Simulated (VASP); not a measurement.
# Si8NO14 (a cell with a defect) in VASP: a series of runs

Runs on Si8NO14 (a cell with a defect). Level: PBE. Tasks: single point.

All numbers are computed with VASP 6.6.1; they aren't measurements. Logs are shortened: lines on timing, memory, paths and dates and some standing lists are left out, and cuts for length are marked.

## (1) The cell of the first run

The cell holds a defect, 23 atoms: a = 5.893 Å, b = 5.893 Å, c = 5.329 Å, α = 90.00°, β = 90.00°, γ = 90.00°.

## (2) Single point, PBE

INCAR reads:

```
PREC = Accurate ; ENCUT = 520
EDIFF = 1E-6 ; ISMEAR = 0
SIGMA = 0.05 ; LREAL = Auto
LASPH = T ; NELM = 60
ALGO = Normal ; ISIF = 2
LWAVE = F ; LCHARG = F
GGA = PE ; NELECT = 122.0
NBANDS = 78
```

KPOINTS reads:

```
Automatic mesh
0
Gamma
  2 2 2
```

POSCAR reads:

```
Si8NO14
1.0
   -4.1667000000     -4.1667000000      0.0000000000
    4.1667000000     -4.1667000000      0.0000000000
    0.0000000000      0.0000000000      5.3290000000
Si O N
8 14 1
Direct
    0.4989810882      0.5018937049     -0.0017327829
   -0.0010191518      0.5262333501      0.2509172453
    0.4989809682      0.5018933449      0.5035565772
   -0.0010190318      0.4965142679      0.7509121786
   -0.0010201118     -0.0076627787     -0.0127376619
    0.4989802482      0.0030880553      0.2509110527
   -0.0010203518     -0.0077033384      0.5145301182
    0.4989803682      0.0009898721      0.7509101145
    0.1975865793      0.4980812154     -0.0070495403
    0.8003747570      0.4980808554     -0.0070497279
    0.1975890993      0.4980772554      0.5088769000
   -0.0010191518      0.1947861617      0.7508994183
    0.8003722370      0.4980768954      0.5088772753
   -0.0010193918      0.7995040440      0.7509198724
    0.6893973648     -0.0014615883     -0.0079059861
    0.4989809682      0.6967902657      0.2509110527
    0.3085640915     -0.0014618283     -0.0079059861
    0.4989807282      0.3078210574      0.2509116157
    0.6893967648     -0.0014650683      0.5097267780
    0.4989808482      0.6952927977      0.7509121786
    0.3085649315     -0.0014653083      0.5097265904
    0.4989804882      0.3071365829      0.7509125540
   -0.0010185519      0.1061907505      0.2509074873
```

Potentials or basis: VASP PAW PBE potentials, release 64 (Si, O, N).

Command:

```sh
$ cat potpaw_PBE.64/Si/POTCAR potpaw_PBE.64/O/POTCAR potpaw_PBE.64/N/POTCAR > POTCAR
$ mpirun -np 1 vasp_std > vasp.out
```

OUTCAR:

```text
PREC = Accurate
   ENCUT = 520
   EDIFF = 1E-6
   ISMEAR = 0
   LREAL = Auto
   LASPH = T
   NELM = 60
   ISIF = 2
   GGA = PE
   NELECT = 122.0

 ion  position               nearest neighbor table
   1  0.499  0.502  0.998-  20 1.74  22 1.75  18 1.77  16 1.77  10 1.78   9 1.78   3 2.64   3 2.69

   2  0.999  0.526  0.251-  11 1.81  13 1.81   9 1.81  10 1.81   4 2.67   4 2.67   7 3.08   5 3.09

   3  0.499  0.502  0.504-  20 1.74  22 1.75  18 1.77  16 1.77  13 1.78  11 1.78   1 2.64   1 2.69

   4  0.999  0.497  0.751-  11 1.74  13 1.74   9 1.74  10 1.74  12 1.78  14 1.79   2 2.67   2 2.67

   5  0.999  0.992  0.987-  23 1.56  14 1.70  12 1.73  15 1.82  17 1.82   7 2.52   7 2.81   2 3.09

   6  0.499  0.003  0.251-  21 1.78  19 1.78  17 1.78  15 1.78  18 1.80  16 1.80   8 2.66   8 2.66

   7  0.999  0.992  0.515-  23 1.56  14 1.70  12 1.74  19 1.82  21 1.82   5 2.52   5 2.81   2 3.08

   8  0.499  0.001  0.751-  21 1.71  19 1.71  17 1.71  15 1.71  20 1.80  22 1.80   6 2.66   6 2.66

   9  0.198  0.498  0.993-   4 1.74   1 1.78   2 1.81
  10  0.800  0.498  0.993-   4 1.74   1 1.78   2 1.81
  11  0.198  0.498  0.509-   4 1.74   3 1.78   2 1.81
  12  0.999  0.195  0.751-   5 1.73   7 1.74   4 1.78
  13  0.800  0.498  0.509-   4 1.74   3 1.78   2 1.81
  14  0.999  0.800  0.751-   5 1.70   7 1.70   4 1.79
  15  0.689  0.999  0.992-   8 1.71   6 1.78   5 1.82
  16  0.499  0.697  0.251-   1 1.77   3 1.77   6 1.80
  17  0.309  0.999  0.992-   8 1.71   6 1.78   5 1.82
  18  0.499  0.308  0.251-   1 1.77   3 1.77   6 1.80
  19  0.689  0.999  0.510-   8 1.71   6 1.78   7 1.82
  20  0.499  0.695  0.751-   1 1.74   3 1.74   8 1.80
  21  0.309  0.999  0.510-   8 1.71   6 1.78   7 1.82
  22  0.499  0.307  0.751-   1 1.75   3 1.75   8 1.80
  23  0.999  0.106  0.251-   7 1.56   5 1.56

  LATTYP: Found a simple tetragonal cell.
 ALAT       =     5.8926036503
 C/A-ratio  =     0.9043540540

  Lattice vectors:

 A1 = (  -4.1667000000,  -4.1667000000,   0.0000000000)
 A2 = (   4.1667000000,  -4.1667000000,   0.0000000000)
 A3 = (   0.0000000000,   0.0000000000,   5.3290000000)

Analysis of symmetry for initial positions (statically):
=====================================================================
 Subroutine PRICEL returns:
 Original cell was already a primitive cell.

 Routine SETGRP: Setting up the symmetry group for a
 simple tetragonal supercell.

 Subroutine GETGRP returns: Found  2 space group operations
 (whereof  1 operations were pure point group operations)
 out of a pool of 16 trial point group operations.

The static configuration has the point symmetry C_1 .
 The point group associated with its full space group is C_1h.

Analysis of symmetry for dynamics (positions and initial velocities):
=====================================================================
 Subroutine PRICEL returns:
 Original cell was already a primitive cell.

 Routine SETGRP: Setting up the symmetry group for a
 simple tetragonal supercell.

 Subroutine GETGRP returns: Found  2 space group operations
 (whereof  1 operations were pure point group operations)
 out of a pool of 16 trial point group operations.

The dynamic configuration has the point symmetry C_1 .
 The point group associated with its full space group is C_1h.

 Subroutine INISYM returns: Found  2 space group operations
 (whereof  1 operations are pure point group operations),
 and found     1 'primitive' translations

----------------------------------------------------------------------------------------

                                     Primitive cell

  volume of cell :     185.0377

  direct lattice vectors                    reciprocal lattice vectors
    -4.166700000 -4.166700000  0.000000000    -0.119999040 -0.119999040  0.000000000
     4.166700000 -4.166700000  0.000000000     0.119999040 -0.119999040  0.000000000
     0.000000000  0.000000000  5.329000000     0.000000000  0.000000000  0.187652468

  length of vectors
     5.892603650  5.892603650  5.329000000     0.169704270  0.169704270  0.187652468

  position of ions in fractional coordinates (direct lattice)
     0.498981088  0.501893705  0.998267217
     0.998980848  0.526233350  0.250917245
     0.498980968  0.501893345  0.503556577
     0.998980968  0.496514268  0.750912179
     0.998979888  0.992337221  0.987262338
     0.498980248  0.003088055  0.250911053
[... 15 lines left out ...]
     0.498980488  0.307136583  0.750912554
     0.998981448  0.106190750  0.250907487

  ion indices of the primitive-cell ions
   primitive index   ion index
                 1           1
                 2           2
                 3           3
                 4           4
                 5           5
                 6           6
[... 15 lines left out ...]
                22          22
                23          23

----------------------------------------------------------------------------------------

 KPOINTS: Automatic mesh

Automatic generation of k-mesh.
 Grid dimensions read from file:
 generate k-points for:    2    2    2

 Generating k-lattice:

  Cartesian coordinates                     Fractional coordinates (reciprocal lattice)
    -0.059999520 -0.059999520  0.000000000     0.500000000  0.000000000  0.000000000
     0.059999520 -0.059999520  0.000000000     0.000000000  0.500000000  0.000000000
     0.000000000  0.000000000  0.093826234     0.000000000  0.000000000  0.500000000

  Length of vectors
     0.084852135  0.084852135  0.093826234

  Shift w.r.t. Gamma in fractional coordinates (k-lattice)
     0.000000000  0.000000000  0.000000000

 Subroutine IBZKPT returns following result:
 ===========================================

 Found      8 irreducible k-points:

 Following reciprocal coordinates:
            Coordinates               Weight
  0.000000  0.000000  0.000000      1.000000
  0.500000  0.000000  0.000000      1.000000
  0.000000  0.500000  0.000000      1.000000
  0.500000  0.500000  0.000000      1.000000
  0.000000  0.000000  0.500000      1.000000
  0.500000  0.000000  0.500000      1.000000
  0.000000  0.500000  0.500000      1.000000
  0.500000  0.500000  0.500000      1.000000
   k-points           NKPTS =      8   k-points in BZ     NKDIM =      8   number of bands    NBANDS=     78
   number of dos      NEDOS =    301   number of ions     NIONS =     23
   total plane-waves  NPLWV =  92160
   dimension x,y,z NGX =    48 NGY =   48 NGZ =   40
   dimension x,y,z NGXF=    96 NGYF=   96 NGZF=   80
   ions per type =               8  14   1
   NGX,Y,Z   is equivalent  to a cutoff of  13.54, 13.54, 12.48 a.u.
   NGXF,Y,Z  is equivalent  to a cutoff of  27.08, 27.08, 24.96 a.u.
 SYSTEM =  unknown system
   PREC   = accura    normal or accurate (medium, high low for compatibility)
   ISTART =      0    job   : 0-new  1-cont  2-samecut
   ICHARG =      2    charge: 1-file 2-atom 10-const
   ISPIN  =      1    spin polarized calculation?
   LNONCOLLINEAR =      F non collinear calculations
   LSORBIT =      F    spin-orbit coupling
   LASPH  =      T    aspherical Exc in radial PAW
   ENCUT  =  520.0 eV  38.22 Ry    6.18 a.u.  10.96 10.96  9.91*2*pi/ulx,y,z
   NELM   =     60;   NELMIN=  2; NELMDL= -5     # of ELM steps
   EDIFF  = 0.1E-05   stopping-criterion for ELM
   LREAL  =      T    real-space projection
   EDIFFG = 0.1E-04   stopping-criterion for IOM
   NSW    =      0    number of steps for IOM
   IBRION =     -1    ionic relax: 0-MD 1-quasi-New 2-CG
   NFREE  =      0    steps in history (QN), initial steepest desc. (CG)
   ISIF   =      2    stress and relaxation
   ISYM   =      2    0-nonsym 1-usesym 2-fastsym
   POTIM  = 0.5000    time-step for ionic-motion
   TEBEG  =    0.0;   TEEND  =   0.0 temperature during run
   PSTRESS=    0.0 pullay stress
   NELECT =     122.0000    total number of electrons
   NUPDOWN=      -1.0000    fix difference up-down
   EMIN   =  10.00;   EMAX   =-10.00  energy-range for DOS
   EFERMI =   0.00;   METHOD = LEGACY
   ISMEAR =     0;   SIGMA  =   0.05  broadening in eV -4-tet -1-fermi 0-gaus
   EFERMI_NEDOS =   21; number of points for ismear=-14 and -15
   IALGO  =     38    algorithm
   IMIX   =      4    mixing-type and parameters
     AMIX     =   0.40;   BMIX     =  1.00
     AMIX_MAG =   1.60;   BMIX_MAG =  1.00
  volume/ion in A,a.u.               =       8.05        54.29
  Fermi-wavevector in a.u.,A,eV,Ry     =   1.424868  2.692611 27.623222  2.030250
  Thomas-Fermi vector in A             =   2.545313
   LORBIT       =      0    0 simple, 1 ext, 2 COOP (PROOUT), +10 PAW based schemes
   GGA     = PE    functional components
   LHFCALC =     F    Hartree Fock is set to
   AEXX    =    0.0000 exact exchange contribution
   IVDW    =     0    specifies the selected vdW correction
   LEPSILON=     F    determine dielectric tensor
   LRPA    =     F    only Hartree local field effects (RPA)
 non-spin polarized calculation
 Gauss-broadening in eV      SIGMA  =   0.05
  energy-cutoff  :      520.00
  volume of cell :      185.04
 maximum number of plane-waves:      5000
 NGX is ok and might be reduce to    48
   NGX = 21   NGY = 21   NGZ = 19

 number of electron     121.9999965 magnetization

 Free energy of the ion-electron system (eV)
  ---------------------------------------------------
  ext. energy  EPLUGINS =         0.00000000
  ---------------------------------------------------
  free energy    TOTEN  =      -160.49812663 eV

  energy without entropy =     -160.49812663  energy(sigma->0) =     -160.49812663

 E-fermi :  11.3006     XC(G=0): -12.1680

 val. band max:       10.9630686427   @ k =   0.5000   0.5000   0.5000
 cond. band min:      12.9013600984   @ k =   0.0000   0.5000   0.5000
 fundamental gap:      1.9382914558
 Fermi energy:        11.3005901186

 k-point     1 :       0.0000    0.0000    0.0000
  band No.  band energies     occupation
      1     -14.7590      2.00000
      2     -13.2827      2.00000
      3     -12.9478      2.00000
      4     -12.0828      2.00000
      5     -11.9855      2.00000
      6     -11.7010      2.00000
[... 65 lines left out ...]
     72      17.1196      0.00000
     73      17.7946      0.00000
[... 530 lines left out ...]
     72      18.2887      0.00000
     73      18.3219      0.00000
 [bands above 73 left out]

------------------------ aborting loop because EDIFF is reached ----------------------------------------

  FORCE on cell =-STRESS in cart. coord.  units (eV):
  Direction    XX          YY          ZZ          XY          YZ          ZX
  --------------------------------------------------------------------------------------
  -------------------------------------------------------------------------------------
  Total       34.3555971     34.3555971     50.2766861      3.7911840      0.0034213     -0.0034213
  in kB      297.4732386    297.4732386    435.3284451     32.8265515      0.0296238     -0.0296239
  external PRESSURE =     343.4249741 kB  Pullay stress =       0.0000000 kB

 VOLUME and BASIS-vectors are now :
 -----------------------------------------------------------------------------
  energy-cutoff  :      520.00
  volume of cell :      185.04
      direct lattice vectors                 reciprocal lattice vectors
    -4.166700000 -4.166700000  0.000000000    -0.119999040 -0.119999040  0.000000000
     4.166700000 -4.166700000  0.000000000     0.119999040 -0.119999040  0.000000000
     0.000000000  0.000000000  5.329000000     0.000000000  0.000000000  0.187652468

 POSITION                                       TOTAL-FORCE (eV/Angst)
 -----------------------------------------------------------------------------------
      0.01214     -4.17035      5.31977        -0.124769      0.124769      0.132328
     -1.96980     -6.35511      1.33714         0.948364     -0.948364     -0.000686
      0.01213     -4.17034      2.68345        -0.124671      0.124671     -0.133336
     -2.09363     -6.23128      4.00161        -0.538111      0.538111     -0.000171
     -0.02768     -8.29722      5.26112        -0.612937      0.612937      0.814180
     -2.06623     -2.09197      1.33710        -0.015308      0.015308     -0.000836
[... 15 lines left out ...]
     -0.79936     -3.35885      4.00161        -0.206711      0.206711     -0.000165
     -3.71999     -4.60492      1.33709         5.120444     -5.120444     -0.001237
 -----------------------------------------------------------------------------------
    total drift:                               -0.056872     -0.036478      0.014566

  FREE ENERGIE OF THE ION-ELECTRON SYSTEM (eV)
  ---------------------------------------------------
  free  energy   TOTEN  =      -160.4981266311 eV

  energy  without entropy=     -160.4981266311  energy(sigma->0) =     -160.49812663
```

Run time: 1.7 min. Hardware: 1 thread of Intel Xeon Platinum 8488C (Sapphire Rapids), shared host; peak memory 0.32 GiB.

Results:

```
Free energy   : -160.4981 eV
Largest force : 7.241 eV/Å
```

Forces on the atoms (eV/Å):
```
Si  -0.125  0.125  0.132
Si   0.948 -0.948 -0.001
Si  -0.125  0.125 -0.133
Si  -0.538  0.538  0.000
Si  -0.613  0.613  0.814
Si  -0.015  0.015 -0.001
Si  -0.616  0.616 -0.812
Si  -0.134  0.134  0.001
O   -0.214  0.360  0.260
O   -0.360  0.214  0.260
O   -0.214  0.360 -0.258
O   -0.478  0.478  0.000
O   -0.360  0.214 -0.258
O   -0.234  0.234  0.000
O   -0.355  0.306  0.201
O   -0.174  0.174  0.001
O   -0.306  0.355  0.201
O   -0.132  0.132  0.002
O   -0.357  0.306 -0.205
O   -0.206  0.206  0.001
O   -0.306  0.357 -0.205
O   -0.207  0.207  0.000
N    5.120 -5.120 -0.001
```

Levels at points of the mesh, in eV from the Fermi level:
```csv
k point,band 57,band 58,band 59,band 60,band 61,band 62,band 63,band 64,band 65,band 66
"(0.00, 0.00, 0.00)",-4.78,-4.44,-3.88,-1.68,-1.28,2.55,2.97,3.44,3.48,4.05
"(0.50, 0.00, 0.00)",-4.77,-4.71,-3.67,-2.28,-0.92,3.02,3.19,3.86,4.14,4.18
"(0.00, 0.50, 0.00)",-4.56,-4.49,-4.35,-1.72,-0.87,1.65,3.28,3.40,3.95,4.39
"(0.50, 0.50, 0.00)",-4.75,-4.71,-4.36,-2.11,-0.75,1.94,3.85,4.04,4.33,4.70
"(0.00, 0.00, 0.50)",-4.78,-4.25,-4.20,-1.53,-0.43,1.66,3.68,4.17,4.17,4.70
"(0.50, 0.00, 0.50)",-4.56,-4.41,-4.10,-2.03,-0.54,2.10,3.71,4.21,4.48,5.33
"(0.00, 0.50, 0.50)",-4.40,-4.38,-4.32,-1.51,-0.34,1.60,2.61,4.44,4.82,4.95
"(0.50, 0.50, 0.50)",-4.86,-4.63,-4.09,-2.04,-0.34,1.96,2.53,5.10,5.43,5.72
```

Caveat: the k points lie up to 0.59 Å⁻¹ apart; the cell carries a net charge on a neutralising background, which shifts energy and pressure; the cell is charged against a uniform background, so pressure and absolute levels hang on convention.

(Part 1 of 2 ends here.)
